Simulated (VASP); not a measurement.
# CaGeF2 (R-3m) in VASP: single point with PBE

Aim: the single point of CaGeF2 with PBE.

Everything below comes from runs of VASP 6.6.1. Logs are shortened: lines on timing, memory, paths and dates and some standing lists are left out, and cuts for length are marked.

## 1. The cell of the first run

The structure is trigonal, space group R-3m (No. 166). Conventional cell: a = 4.326 Å, b = 4.326 Å, c = 12.753 Å, α = 90.00°, β = 90.00°, γ = 120.00°. Ca (site symmetry -3m) has 2 F at 2.24 Å within 3.0 Å. Ge (site symmetry -3m) has 6 F at 2.50 Å and 6 Ca at 3.28 Å within 3.3 Å. F (site symmetry 3m) has 1 Ca at 2.24 Å and 3 Ge at 2.50 Å and 3 F at 2.51 Å within 3.0 Å.

## 2. Single point, PBE

File INCAR:

```
PREC     = Accurate       # precision mode
ENCUT    = 520            # plane-wave cutoff, eV
EDIFF    = 1E-7           # SCF threshold, eV
ISMEAR   = 0              # smearing method
SIGMA    = 0.1            # smearing width, eV
LREAL    = F              # projectors in reciprocal space
LASPH    = T              # aspherical terms in the spheres
NELM     = 100            # most SCF steps
ALGO     = Normal         # electronic algorithm
ISIF     = 2              # what is computed and relaxed
LWAVE    = F              # write WAVECAR
LCHARG   = F              # write CHGCAR
GGA      = PE             # functional
NBANDS   = 27             # bands
```

File KPOINTS:

```
regular mesh
0
Gamma
  15 15 15
```

File POSCAR:

```
CaGeF2
1.0
    2.1630925944      1.2488620917      4.2509175244
   -2.1630925944      1.2488620917      4.2509175244
    0.0000000000     -2.4977241834      4.2509175244
Ca Ge F
1 1 2
Direct
    0.5000000000      0.5000000000      0.5000000000
    0.0000000000      0.0000000000      0.0000000000
    0.6754420985      0.6754420985      0.6754420985
    0.3245579015      0.3245579015      0.3245579015
```

Potentials or basis: VASP PAW PBE potentials, release 64 (Ca_sv, Ge_d, F).

On the command line:

```bash
$ cat potpaw_PBE.64/Ca_sv/POTCAR potpaw_PBE.64/Ge_d/POTCAR potpaw_PBE.64/F/POTCAR > POTCAR
$ mpirun -np 1 vasp_std > vasp.out
```

OUTCAR:

```text
PREC = Accurate
   ENCUT = 520
   EDIFF = 1E-7
   ISMEAR = 0
   LREAL = F
   LASPH = T
   NELM = 100
   ISIF = 2
   GGA = PE

 ion  position               nearest neighbor table
   1  0.500  0.500  0.500-   3 2.24   4 2.24
   2  0.000  0.000  0.000-
   3  0.675  0.675  0.675-   1 2.24
   4  0.325  0.325  0.325-   1 2.24

  LATTYP: Found a trigonal (rhomboedric) cell.
 ALAT       =     4.9304082889
 COS(alpha) =     0.6150410271

  Lattice vectors:

 A1 = (   2.1630925944,   1.2488620917,   4.2509175244)
 A2 = (  -2.1630925944,   1.2488620917,   4.2509175244)
 A3 = (   0.0000000000,  -2.4977241834,   4.2509175244)

Analysis of symmetry for initial positions (statically):
=====================================================================
 Subroutine PRICEL returns:
 Original cell was already a primitive cell.

 Routine SETGRP: Setting up the symmetry group for a
 trigonal (rhombohedral) supercell.

 Subroutine GETGRP returns: Found 12 space group operations
 (whereof 12 operations were pure point group operations)
 out of a pool of 12 trial point group operations.

The static configuration has the point symmetry D_3d.

Analysis of symmetry for dynamics (positions and initial velocities):
=====================================================================
 Subroutine PRICEL returns:
 Original cell was already a primitive cell.

 Routine SETGRP: Setting up the symmetry group for a
 trigonal (rhombohedral) supercell.

 Subroutine GETGRP returns: Found 12 space group operations
 (whereof 12 operations were pure point group operations)
 out of a pool of 12 trial point group operations.

The dynamic configuration has the point symmetry D_3d.

 Subroutine INISYM returns: Found 12 space group operations
 (whereof 12 operations are pure point group operations),
 and found     1 'primitive' translations

----------------------------------------------------------------------------------------

                                     Primitive cell

  volume of cell :      68.9007

  direct lattice vectors                    reciprocal lattice vectors
     2.163092594  1.248862092  4.250917524     0.231150530  0.133454821  0.078414444
    -2.163092594  1.248862092  4.250917524    -0.231150530  0.133454821  0.078414444
     0.000000000 -2.497724183  4.250917524     0.000000000 -0.266909642  0.078414444

  length of vectors
     4.930408289  4.930408289  4.930408289     0.278189830  0.278189830  0.278189830

  position of ions in fractional coordinates (direct lattice)
     0.500000000  0.500000000  0.500000000
     0.000000000  0.000000000  0.000000000
     0.675442098  0.675442098  0.675442098
     0.324557902  0.324557902  0.324557902

  ion indices of the primitive-cell ions
   primitive index   ion index
                 1           1
                 2           2
                 3           3
                 4           4

----------------------------------------------------------------------------------------

 KPOINTS: regular mesh

Automatic generation of k-mesh.
 Grid dimensions read from file:
 generate k-points for:   15   15   15

 Generating k-lattice:

  Cartesian coordinates                     Fractional coordinates (reciprocal lattice)
     0.015410035  0.008896988  0.005227630     0.066666667  0.000000000  0.000000000
    -0.015410035  0.008896988  0.005227630     0.000000000  0.066666667  0.000000000
     0.000000000 -0.017793976  0.005227630     0.000000000  0.000000000  0.066666667

  Length of vectors
     0.018545989  0.018545989  0.018545989

  Shift w.r.t. Gamma in fractional coordinates (k-lattice)
     0.000000000  0.000000000  0.000000000

 Subroutine IBZKPT returns following result:
 ===========================================

 Found    344 irreducible k-points:

 Following reciprocal coordinates:
            Coordinates               Weight
  0.000000  0.000000  0.000000      1.000000
  0.066667  0.000000  0.000000      6.000000
  0.133333  0.000000  0.000000      6.000000
  0.200000  0.000000  0.000000      6.000000
  0.266667  0.000000  0.000000      6.000000
  0.333333  0.000000  0.000000      6.000000
[... 16 lines left out ...]
  0.133333  0.133333 -0.000000      6.000000
  0.200000  0.133333  0.000000     12.000000
 [... further k-points ...]
   k-points           NKPTS =    344   k-points in BZ     NKDIM =    344   number of bands    NBANDS=     27
   number of dos      NEDOS =    301   number of ions     NIONS =      4
   total plane-waves  NPLWV =  64000
   dimension x,y,z NGX =    40 NGY =   40 NGZ =   40
   dimension x,y,z NGXF=    80 NGYF=   80 NGZF=   80
   ions per type =               1   1   2
   NGX,Y,Z   is equivalent  to a cutoff of  13.49, 13.49, 13.49 a.u.
   NGXF,Y,Z  is equivalent  to a cutoff of  26.97, 26.97, 26.97 a.u.
 SYSTEM =  unknown system
   PREC   = accura    normal or accurate (medium, high low for compatibility)
   ISTART =      0    job   : 0-new  1-cont  2-samecut
   ICHARG =      2    charge: 1-file 2-atom 10-const
   ISPIN  =      1    spin polarized calculation?
   LNONCOLLINEAR =      F non collinear calculations
   LSORBIT =      F    spin-orbit coupling
   LASPH  =      T    aspherical Exc in radial PAW
   ENCUT  =  520.0 eV  38.22 Ry    6.18 a.u.   9.17  9.17  9.17*2*pi/ulx,y,z
   NELM   =    100;   NELMIN=  2; NELMDL= -5     # of ELM steps
   EDIFF  = 0.1E-06   stopping-criterion for ELM
   LREAL  =      F    real-space projection
   EDIFFG = 0.1E-05   stopping-criterion for IOM
   NSW    =      0    number of steps for IOM
   IBRION =     -1    ionic relax: 0-MD 1-quasi-New 2-CG
   NFREE  =      0    steps in history (QN), initial steepest desc. (CG)
   ISIF   =      2    stress and relaxation
   ISYM   =      2    0-nonsym 1-usesym 2-fastsym
   POTIM  = 0.5000    time-step for ionic-motion
   TEBEG  =    0.0;   TEEND  =   0.0 temperature during run
   PSTRESS=    0.0 pullay stress
   NELECT =      38.0000    total number of electrons
   NUPDOWN=      -1.0000    fix difference up-down
   EMIN   =  10.00;   EMAX   =-10.00  energy-range for DOS
   EFERMI =   0.00;   METHOD = LEGACY
   ISMEAR =     0;   SIGMA  =   0.10  broadening in eV -4-tet -1-fermi 0-gaus
   EFERMI_NEDOS =   21; number of points for ismear=-14 and -15
   IALGO  =     38    algorithm
   IMIX   =      4    mixing-type and parameters
     AMIX     =   0.40;   BMIX     =  1.00
     AMIX_MAG =   1.60;   BMIX_MAG =  1.00
  volume/ion in A,a.u.               =      17.23       116.24
  Fermi-wavevector in a.u.,A,eV,Ry     =   1.342543  2.537038 24.523434  1.802422
  Thomas-Fermi vector in A             =   2.470688
   LORBIT       =      0    0 simple, 1 ext, 2 COOP (PROOUT), +10 PAW based schemes
   GGA     = PE    functional components
   LHFCALC =     F    Hartree Fock is set to
   AEXX    =    0.0000 exact exchange contribution
   IVDW    =     0    specifies the selected vdW correction
   LEPSILON=     F    determine dielectric tensor
   LRPA    =     F    only Hartree local field effects (RPA)
 non-spin polarized calculation
 Gauss-broadening in eV      SIGMA  =   0.10
  energy-cutoff  :      520.00
  volume of cell :       68.90
 maximum number of plane-waves:      1878
 NGX is ok and might be reduce to    40
   NGX = 19   NGY = 19   NGZ = 19

 number of electron      37.9999993 magnetization

 Free energy of the ion-electron system (eV)
  ---------------------------------------------------
  ext. energy  EPLUGINS =         0.00000000
  ---------------------------------------------------
  free energy    TOTEN  =       -17.66117051 eV

  energy without entropy =      -17.66081990  energy(sigma->0) =      -17.66099521

 E-fermi :   4.5108     XC(G=0):  -9.6429

 val. band max:        4.4655172345   @ k =   0.0667   0.0000   0.0000
 cond. band min:       4.6081297119   @ k =  -0.3333   0.1333   0.1333
 fundamental gap:      0.1426124774
 Fermi energy:         4.5107612470

 k-point     1 :       0.0000    0.0000    0.0000
  band No.  band energies     occupation
      1     -37.5121      2.00000
      2     -21.4526      2.00000
      3     -21.4526      2.00000
      4     -21.1726      2.00000
      5     -21.1726      2.00000
      6     -21.1702      2.00000
[... 19 lines left out ...]
     26       8.0967      0.00000
     27      10.1627      0.00000

 k-point     2 :       0.0667    0.0000    0.0000
  band No.  band energies     occupation
      1     -37.5120      2.00000
      2     -21.4546      2.00000
      3     -21.4525      2.00000
      4     -21.1727      2.00000
      5     -21.1727      2.00000
      6     -21.1658      2.00000
[... 19 lines left out ...]
     26       8.1255      0.00000
     27      10.1761      0.00000

 k-point     3 :       0.1333    0.0000    0.0000
  band No.  band energies     occupation
      1     -37.5117      2.00000
      2     -21.4606      2.00000
      3     -21.4521      2.00000
      4     -21.1730      2.00000
      5     -21.1729      2.00000
      6     -21.1533      2.00000
[... 19 lines left out ...]
     26       8.2115      0.00000
     27      10.1974      0.00000

 k-point     4 :       0.2000    0.0000    0.0000
  band No.  band energies     occupation
      1     -37.5111      2.00000
      2     -21.4699      2.00000
      3     -21.4515      2.00000
      4     -21.1734      2.00000
      5     -21.1731      2.00000
      6     -21.1347      2.00000
[... 19 lines left out ...]
     26       8.3528      0.00000
     27      10.1742      0.00000
[... 516 lines left out ...]
      4     -21.1730      2.00000
      5     -21.1728      2.00000
      6     -21.1563      2.00000
[... 19 lines left out ...]
     26       8.1694      0.00000
     27      10.1844      0.00000

 k-point    23 :       0.1333    0.1333   -0.0000
  band No.  band energies     occupation
      1     -37.5116      2.00000
      2     -21.4601      2.00000
      3     -21.4521      2.00000
      4     -21.1734      2.00000
      5     -21.1726      2.00000
      6     -21.1574      2.00000
[... 19 lines left out ...]
     26       8.3809      0.00000
     27      10.2443      0.00000

 k-point    24 :       0.2000    0.1333    0.0000
  band No.  band energies     occupation
      1     -37.5112      2.00000
      2     -21.4649      2.00000
      3     -21.4523      2.00000
      4     -21.1736      2.00000
      5     -21.1727      2.00000
      6     -21.1473      2.00000
[... 19 lines left out ...]
     26       8.6332      0.00000
     27      10.2876      0.00000

 [... further k-points ...]
[... 5 lines left out ...]
  --------------------------------------------------------------------------------------
  -------------------------------------------------------------------------------------
  Total       -0.0476953     -0.0476953      0.1483762      0.0000000      0.0000000      0.0000000
  in kB       -1.1090785     -1.1090785      3.4502557      0.0000000      0.0000000      0.0000000
  external PRESSURE =       0.4106995 kB  Pullay stress =       0.0000000 kB

 VOLUME and BASIS-vectors are now :
 -----------------------------------------------------------------------------
  energy-cutoff  :      520.00
  volume of cell :       68.90
      direct lattice vectors                 reciprocal lattice vectors
     2.163092594  1.248862092  4.250917524     0.231150530  0.133454821  0.078414444
    -2.163092594  1.248862092  4.250917524    -0.231150530  0.133454821  0.078414444
     0.000000000 -2.497724183  4.250917524     0.000000000 -0.266909642  0.078414444

 POSITION                                       TOTAL-FORCE (eV/Angst)
 -----------------------------------------------------------------------------------
      0.00000      0.00000      6.37638        -0.000000     -0.000000      0.000000
      0.00000      0.00000      0.00000         0.000000     -0.000000      0.000000
      0.00000      0.00000      8.61375         0.000000      0.000000      0.050302
      0.00000      0.00000      4.13901         0.000000      0.000000     -0.050302
 -----------------------------------------------------------------------------------
    total drift:                                0.000000      0.000000     -0.000000

  FREE ENERGIE OF THE ION-ELECTRON SYSTEM (eV)
  ---------------------------------------------------
  free  energy   TOTEN  =       -17.6611705105 eV

  energy  without entropy=      -17.6608199027  energy(sigma->0) =      -17.66099521
```

Wall time 6.7 min (1 thread of Intel Xeon 6975P-C (Granite Rapids), shared host); peak memory 0.72 GiB.

What came out:

* Free energy: -17.6612 eV
* Pressure: 0.0 GPa
* Largest force: 0.050 eV/Å
* Band gap on the k mesh: zero (band 19 reaches 4.64 eV, above the bottom of band 20 at 4.61 eV)

Forces in eV/Å, atoms in the order of the input:
```
Ca   0.000  0.000  0.000
Ge   0.000  0.000  0.000
F    0.000  0.000  0.050
F    0.000  0.000 -0.050
```

Levels at points of the mesh, in eV from the Fermi level:
| k point | band 15 | band 16 | band 17 | band 18 | band 19 | band 20 | band 21 | band 22 | band 23 | band 24 |
| --- | --- | --- | --- | --- | --- | --- | --- | --- | --- | --- |
| (0.00, 0.00, 0.00) | -6.63 | -6.24 | -6.05 | -6.05 | 0.13 | 1.03 | 2.05 | 2.05 | 2.11 | 2.11 |
